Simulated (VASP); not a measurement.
# Ge (P-3m1) in VASP: further runs

Runs on Ge. Level: PBE. Tasks: single point.

Program: VASP 6.6.1. These are calculated values, not measurements. Logs are shortened: lines on timing, memory, paths and dates and some standing lists are left out, and cuts for length are marked.

### 1 The cell of the first run

It takes space group P-3m1 (No. 164, trigonal). The conventional cell has a = 4.067 Å, b = 4.067 Å, c = 16.666 Å, α = 90.00°, β = 90.00°, γ = 120.00°. Within 3.3 Å of Ge (site symmetry 3m) lie 4 Ge at 2.49 Å. Within 3.3 Å of Ge (site symmetry 3m) lie 4 Ge at 2.49 to 2.51 Å. Within 3.3 Å of Ge (site symmetry 3m) lie 4 Ge at 2.49 Å. Within 3.3 Å of Ge (site symmetry 3m) lie 4 Ge at 2.49 Å. Ge (site symmetry 3m) has 4 Ge at 2.49 to 2.51 Å within 3.3 Å.

### 2 Single point, PBE

Input file INCAR:

```
PREC     = Accurate       # precision mode
ENCUT    = 520            # plane-wave cutoff, eV
EDIFF    = 1E-7           # SCF threshold, eV
ISMEAR   = 0              # smearing method
SIGMA    = 0.1            # smearing width, eV
LREAL    = F              # projectors in reciprocal space
LASPH    = T              # aspherical terms in the spheres
NELM     = 100            # most SCF steps
ALGO     = Normal         # electronic algorithm
ISIF     = 2              # what is computed and relaxed
LWAVE    = F              # write WAVECAR
LCHARG   = T              # write CHGCAR
GGA      = PE             # functional
LELF     = T              # ELF
LVHAR    = T            
NBANDS   = 81             # bands
```

Input file KPOINTS:

```
regular mesh
0
Gamma
  6 6 1
```

Input file POSCAR:

```
Ge
1.0
    4.0674616000      0.0000000000      0.0000000000
   -2.0337308000      3.5225251000      0.0000000000
    0.0000000000      0.0000000000     16.6656112000
Ge
10
Direct
    0.3333333000      0.6666667000      0.1247700000
    0.3333333000      0.6666667000      0.5250990000
    0.6666667000      0.3333333000      0.7257830000
    0.0000000000      0.0000000000      0.9252080000
    0.6666667000      0.3333333000      0.3242990000
    0.3333333000      0.6666667000      0.6757010000
    0.0000000000      0.0000000000      0.0747920000
    0.6666667000      0.3333333000      0.8752300000
    0.3333333000      0.6666667000      0.2742170000
    0.6666667000      0.3333333000      0.4749010000
```

Potentials or basis: VASP PAW PBE potentials, release 64 (Ge_d).

Started as:

```bash
> cat potpaw_PBE.64/Ge_d/POTCAR > POTCAR
> mpirun -np 1 vasp_std > vasp.out
```

OUTCAR:

```text
PREC = Accurate
   ENCUT = 520
   EDIFF = 1E-7
   ISMEAR = 0
   LREAL = F
   LASPH = T
   NELM = 100
   ISIF = 2
   GGA = PE

 ion  position               nearest neighbor table
   1  0.333  0.667  0.125-   9 2.49   7 2.49   7 2.49   7 2.49
   2  0.333  0.667  0.525-  10 2.49  10 2.49  10 2.49   6 2.51
   3  0.667  0.333  0.726-   8 2.49   6 2.49   6 2.49   6 2.49
   4  0.000  0.000  0.925-   8 2.49   8 2.49   8 2.49   7 2.49
   5  0.667  0.333  0.324-   9 2.49   9 2.49   9 2.49  10 2.51
   6  0.333  0.667  0.676-   3 2.49   3 2.49   3 2.49   2 2.51
   7  0.000  0.000  0.075-   1 2.49   1 2.49   1 2.49   4 2.49
   8  0.667  0.333  0.875-   3 2.49   4 2.49   4 2.49   4 2.49
   9  0.333  0.667  0.274-   1 2.49   5 2.49   5 2.49   5 2.49
  10  0.667  0.333  0.475-   2 2.49   2 2.49   2 2.49   5 2.51

  LATTYP: Found a hexagonal cell.
 ALAT       =     4.0674616000
 C/A-ratio  =     4.0973001933

  Lattice vectors:

 A1 = (   4.0674616000,   0.0000000000,   0.0000000000)
 A2 = (  -2.0337308000,   3.5225251000,   0.0000000000)
 A3 = (   0.0000000000,   0.0000000000,  16.6656112000)

Analysis of symmetry for initial positions (statically):
=====================================================================
 Subroutine PRICEL returns:
 Original cell was already a primitive cell.

 Routine SETGRP: Setting up the symmetry group for a
 hexagonal supercell.

 Subroutine GETGRP returns: Found 12 space group operations
 (whereof 12 operations were pure point group operations)
 out of a pool of 24 trial point group operations.

The static configuration has the point symmetry D_3d.

Analysis of symmetry for dynamics (positions and initial velocities):
=====================================================================
 Subroutine PRICEL returns:
 Original cell was already a primitive cell.

 Routine SETGRP: Setting up the symmetry group for a
 hexagonal supercell.

 Subroutine GETGRP returns: Found 12 space group operations
 (whereof 12 operations were pure point group operations)
 out of a pool of 24 trial point group operations.

The dynamic configuration has the point symmetry D_3d.

 Subroutine INISYM returns: Found 12 space group operations
 (whereof 12 operations are pure point group operations),
 and found     1 'primitive' translations

----------------------------------------------------------------------------------------

                                     Primitive cell

  volume of cell :     238.7805

  direct lattice vectors                    reciprocal lattice vectors
     4.067461600  0.000000000  0.000000000     0.245853581  0.141943630  0.000000000
    -2.033730800  3.522525100  0.000000000     0.000000000  0.283887260  0.000000000
     0.000000000  0.000000000 16.665611200     0.000000000  0.000000000  0.060003800

  length of vectors
     4.067461600  4.067461622 16.665611200     0.283887262  0.283887260  0.060003800

  position of ions in fractional coordinates (direct lattice)
     0.333333300  0.666666700  0.124770000
     0.333333300  0.666666700  0.525099000
     0.666666700  0.333333300  0.725783000
     0.000000000  0.000000000  0.925208000
     0.666666700  0.333333300  0.324299000
     0.333333300  0.666666700  0.675701000
     0.000000000  0.000000000  0.074792000
     0.666666700  0.333333300  0.875230000
     0.333333300  0.666666700  0.274217000
     0.666666700  0.333333300  0.474901000

  ion indices of the primitive-cell ions
   primitive index   ion index
                 1           1
                 2           2
                 3           3
                 4           4
                 5           5
                 6           6
                 7           7
                 8           8
                 9           9
                10          10

----------------------------------------------------------------------------------------

 KPOINTS: regular mesh

Automatic generation of k-mesh.
 Grid dimensions read from file:
 generate k-points for:    6    6    1

 Generating k-lattice:

  Cartesian coordinates                     Fractional coordinates (reciprocal lattice)
     0.040975597  0.023657272  0.000000000     0.166666667  0.000000000  0.000000000
     0.000000000  0.047314543  0.000000000     0.000000000  0.166666667  0.000000000
     0.000000000  0.000000000  0.060003800     0.000000000  0.000000000  1.000000000

  Length of vectors
     0.047314544  0.047314543  0.060003800

  Shift w.r.t. Gamma in fractional coordinates (k-lattice)
     0.000000000  0.000000000  0.000000000

 Subroutine IBZKPT returns following result:
 ===========================================

 Found      7 irreducible k-points:

 Following reciprocal coordinates:
            Coordinates               Weight
  0.000000  0.000000  0.000000      1.000000
  0.166667  0.000000  0.000000      6.000000
  0.333333  0.000000  0.000000      6.000000
  0.500000  0.000000  0.000000      3.000000
  0.166667  0.166667  0.000000      6.000000
  0.333333  0.166667  0.000000     12.000000
  0.333333  0.333333  0.000000      2.000000
   k-points           NKPTS =      7   k-points in BZ     NKDIM =      7   number of bands    NBANDS=     81
   number of dos      NEDOS =    301   number of ions     NIONS =     10
   total plane-waves  NPLWV = 113400
   dimension x,y,z NGX =    30 NGY =   30 NGZ =  126
   dimension x,y,z NGXF=    60 NGYF=   60 NGZF=  252
   ions per type =              10
   NGX,Y,Z   is equivalent  to a cutoff of  12.26, 12.26, 12.57 a.u.
   NGXF,Y,Z  is equivalent  to a cutoff of  24.52, 24.52, 25.14 a.u.
 SYSTEM =  unknown system
   PREC   = accura    normal or accurate (medium, high low for compatibility)
   ISTART =      0    job   : 0-new  1-cont  2-samecut
   ICHARG =      2    charge: 1-file 2-atom 10-const
   ISPIN  =      1    spin polarized calculation?
   LNONCOLLINEAR =      F non collinear calculations
   LSORBIT =      F    spin-orbit coupling
   LASPH  =      T    aspherical Exc in radial PAW
   ENCUT  =  520.0 eV  38.22 Ry    6.18 a.u.   7.56  7.56 30.99*2*pi/ulx,y,z
   NELM   =    100;   NELMIN=  2; NELMDL= -5     # of ELM steps
   EDIFF  = 0.1E-06   stopping-criterion for ELM
   LREAL  =      F    real-space projection
   EDIFFG = 0.1E-05   stopping-criterion for IOM
   NSW    =      0    number of steps for IOM
   IBRION =     -1    ionic relax: 0-MD 1-quasi-New 2-CG
   NFREE  =      0    steps in history (QN), initial steepest desc. (CG)
   ISIF   =      2    stress and relaxation
   ISYM   =      2    0-nonsym 1-usesym 2-fastsym
   POTIM  = 0.5000    time-step for ionic-motion
   TEBEG  =    0.0;   TEEND  =   0.0 temperature during run
   PSTRESS=    0.0 pullay stress
   NELECT =     140.0000    total number of electrons
   NUPDOWN=      -1.0000    fix difference up-down
   EMIN   =  10.00;   EMAX   =-10.00  energy-range for DOS
   EFERMI =   0.00;   METHOD = LEGACY
   ISMEAR =     0;   SIGMA  =   0.10  broadening in eV -4-tet -1-fermi 0-gaus
   EFERMI_NEDOS =   21; number of points for ismear=-14 and -15
   IALGO  =     38    algorithm
   IMIX   =      4    mixing-type and parameters
     AMIX     =   0.40;   BMIX     =  1.00
     AMIX_MAG =   1.60;   BMIX_MAG =  1.00
  volume/ion in A,a.u.               =      23.88       161.14
  Fermi-wavevector in a.u.,A,eV,Ry     =   1.370202  2.589306 25.544303  1.877453
  Thomas-Fermi vector in A             =   2.496009
   LORBIT       =      0    0 simple, 1 ext, 2 COOP (PROOUT), +10 PAW based schemes
   GGA     = PE    functional components
   LHFCALC =     F    Hartree Fock is set to
   AEXX    =    0.0000 exact exchange contribution
   IVDW    =     0    specifies the selected vdW correction
   LEPSILON=     F    determine dielectric tensor
   LRPA    =     F    only Hartree local field effects (RPA)
 non-spin polarized calculation
 Gauss-broadening in eV      SIGMA  =   0.10
  energy-cutoff  :      520.00
  volume of cell :      238.78
 maximum number of plane-waves:      6463
   NGX = 15   NGY = 15   NGZ = 61

 number of electron     139.9999909 magnetization

 Free energy of the ion-electron system (eV)
  ---------------------------------------------------
  ext. energy  EPLUGINS =         0.00000000
  ---------------------------------------------------
  free energy    TOTEN  =       -45.01262906 eV

  energy without entropy =      -45.00697222  energy(sigma->0) =      -45.00980064

 E-fermi :   4.5020     XC(G=0):  -9.6705

 val. band max:        4.4629721377   @ k =   0.0000   0.0000   0.0000
 cond. band min:       4.5533261891   @ k =   0.0000   0.0000   0.0000
 fundamental gap:      0.0903540514
 Fermi energy:         4.5019669418

 k-point     1 :       0.0000    0.0000    0.0000
  band No.  band energies     occupation
      1     -20.2909      2.00000
      2     -20.2909      2.00000
      3     -20.2814      2.00000
      4     -20.2813      2.00000
      5     -20.2714      2.00000
      6     -20.2686      2.00000
[... 73 lines left out ...]
     80       7.6870      0.00000
     81       7.7766      0.00000

 k-point     2 :       0.1667    0.0000    0.0000
  band No.  band energies     occupation
      1     -20.3033      2.00000
      2     -20.2958      2.00000
      3     -20.2884      2.00000
      4     -20.2860      2.00000
      5     -20.2776      2.00000
      6     -20.2739      2.00000
[... 73 lines left out ...]
     80       8.0588      0.00000
     81       8.1530      0.00000
[... 334 lines left out ...]
     80       8.4870      0.00000
     81       8.8034      0.00000

 k-point     7 :       0.3333    0.3333    0.0000
  band No.  band energies     occupation
      1     -20.3147      2.00000
      2     -20.3147      2.00000
      3     -20.3096      2.00000
      4     -20.2945      2.00000
      5     -20.2937      2.00000
      6     -20.2937      2.00000
[... 73 lines left out ...]
     80       9.9806      0.00000
     81      10.0036      0.00000

------------------------ aborting loop because EDIFF is reached ----------------------------------------

  FORCE on cell =-STRESS in cart. coord.  units (eV):
  Direction    XX          YY          ZZ          XY          YZ          ZX
  --------------------------------------------------------------------------------------
  -------------------------------------------------------------------------------------
  Total        0.6389375      0.6389375     -0.6029234      0.0000000     -0.0000000     -0.0000000
  in kB        4.2871646      4.2871647     -4.0455159      0.0000000     -0.0000000     -0.0000000
  external PRESSURE =       1.5096045 kB  Pullay stress =       0.0000000 kB

 VOLUME and BASIS-vectors are now :
 -----------------------------------------------------------------------------
  energy-cutoff  :      520.00
  volume of cell :      238.78
      direct lattice vectors                 reciprocal lattice vectors
     4.067461600  0.000000000  0.000000000     0.245853581  0.141943630  0.000000000
    -2.033730800  3.522525100  0.000000000     0.000000000  0.283887260  0.000000000
     0.000000000  0.000000000 16.665611200     0.000000000  0.000000000  0.060003800

 POSITION                                       TOTAL-FORCE (eV/Angst)
 -----------------------------------------------------------------------------------
     -0.00000      2.34835      2.07937         0.000000      0.000000      0.040100
     -0.00000      2.34835      8.75110         0.000000     -0.000000      0.015525
      2.03373      1.17417     12.09562        -0.000000      0.000000      0.023440
      0.00000      0.00000     15.41916         0.000000      0.000000     -0.010731
      2.03373      1.17417      5.40464        -0.000000      0.000000      0.034213
     -0.00000      2.34835     11.26097         0.000000     -0.000000     -0.034213
      0.00000      0.00000      1.24645         0.000000     -0.000000      0.010731
      2.03373      1.17417     14.58624         0.000000     -0.000000     -0.040100
     -0.00000      2.34835      4.56999         0.000000     -0.000000     -0.023440
      2.03373      1.17417      7.91452        -0.000000      0.000000     -0.015525
 -----------------------------------------------------------------------------------
    total drift:                                0.000000      0.000000      0.000000

  FREE ENERGIE OF THE ION-ELECTRON SYSTEM (eV)
  ---------------------------------------------------
  free  energy   TOTEN  =       -45.0126290607 eV

  energy  without entropy=      -45.0069722169  energy(sigma->0) =      -45.00980064
```

Wall time 1.8 min (1 thread of Intel Xeon 6975P-C (Granite Rapids), shared host); peak memory 0.36 GiB.

What came out:

```
Free energy            : -45.0126 eV
Pressure               : 0.2 GPa
Largest force          : 0.040 eV/Å
Band gap on the k mesh : 0.09 eV, direct
```

Forces in eV/Å, atoms in the order of the input:
```
Ge   0.000  0.000  0.040
Ge   0.000  0.000  0.016
Ge   0.000  0.000  0.023
Ge   0.000  0.000 -0.011
Ge   0.000  0.000  0.034
Ge   0.000  0.000 -0.034
Ge   0.000  0.000  0.011
Ge   0.000  0.000 -0.040
Ge   0.000  0.000 -0.023
Ge   0.000  0.000 -0.016
```

Stress tensor (GPa, compression positive):
```
 0.43  0.00  0.00
 0.00  0.43  0.00
 0.00  0.00 -0.40
```

A k mesh can miss the band edges.

### 3 Single point, PBE

Input file INCAR:

```
SYSTEM = Ge
PREC     = Accurate       ! precision mode
ENCUT    = 520            ! plane-wave cutoff, eV
EDIFF    = 1E-7           ! SCF threshold, eV
ISMEAR   = 0              ! smearing method
SIGMA    = 0.2            ! smearing width, eV
LREAL    = .FALSE.        ! projectors in reciprocal space
LASPH    = .TRUE.         ! aspherical terms in the spheres
NELM     = 60             ! most SCF steps
ALGO     = Normal         ! electronic algorithm
ISIF     = 2              ! what is computed and relaxed
LWAVE    = .FALSE.        ! write WAVECAR
LCHARG   = .TRUE.         ! write CHGCAR
GGA      = PE             ! functional
LELF     = .TRUE.         ! ELF
LVHAR    = .TRUE.       
NBANDS   = 81             ! bands
```

Input file KPOINTS:

```
Automatic mesh
0
G
  6 6 2
  0 0 0
```

Input file POSCAR:

```
Ge
1.0
    4.0674616147      0.0000000000      0.0000000000
   -2.0337308074      3.5225250873      0.0000000000
    0.0000000000      0.0000000000     16.6656112000
Ge
10
Direct
    0.3333333333      0.6666666667      0.1247700000
    0.3333333333      0.6666666667      0.5250990000
    0.6666666667      0.3333333333      0.7257830000
    0.0000000000      0.0000000000      0.9252080000
    0.6666666667      0.3333333333      0.3242990000
    0.3333333333      0.6666666667      0.6757010000
    0.0000000000      0.0000000000      0.0747920000
    0.6666666667      0.3333333333      0.8752300000
    0.3333333333      0.6666666667      0.2742170000
    0.6666666667      0.3333333333      0.4749010000
```

Potentials or basis: VASP PAW PBE potentials, release 64 (Ge_d).

Started as:

```bash
> cat potpaw_PBE.64/Ge_d/POTCAR > POTCAR
> mpirun -np 1 vasp_std > vasp.out
```

Wall time 3.3 min (1 thread of Intel Xeon 6975P-C (Granite Rapids), shared host); peak memory 0.41 GiB.

Results (log left out):

```yaml
Free_energy: -45.0199 eV
Pressure: 0.1 GPa
Largest_force: 0.025 eV/Å
Band_gap_on_the_k_mesh: zero (band 70 reaches 4.46 eV, above the bottom of band 71 at 4.42 eV)
```

Forces on the atoms (eV/Å):
```
Ge   0.000  0.000 -0.023
Ge   0.000  0.000 -0.010
Ge   0.000  0.000 -0.025
Ge   0.000  0.000 -0.018
Ge   0.000  0.000 -0.008
Ge   0.000  0.000  0.008
Ge   0.000  0.000  0.018
Ge   0.000  0.000  0.023
Ge   0.000  0.000  0.025
Ge   0.000  0.000  0.010
```

Stress tensor (GPa, compression positive):
```
 0.20  0.00  0.00
 0.00  0.20  0.00
 0.00  0.00 -0.20
```

Levels at points of the mesh, in eV from the Fermi level:
```tsv
k point	band 68	band 69	band 70	band 71	band 72	band 73
(0.00, 0.00, 0.00)	-0.39	-0.02	-0.01	0.08	0.08	0.15
(0.50, 0.00, 0.00)	-1.63	-1.53	-1.52	0.21	0.61	1.12
(0.00, 0.00, 0.50)	-0.18	-0.10	-0.10	-0.05	0.33	0.38
(0.50, 0.00, 0.50)	-1.99	-1.84	-1.31	0.41	0.71	0.88
```
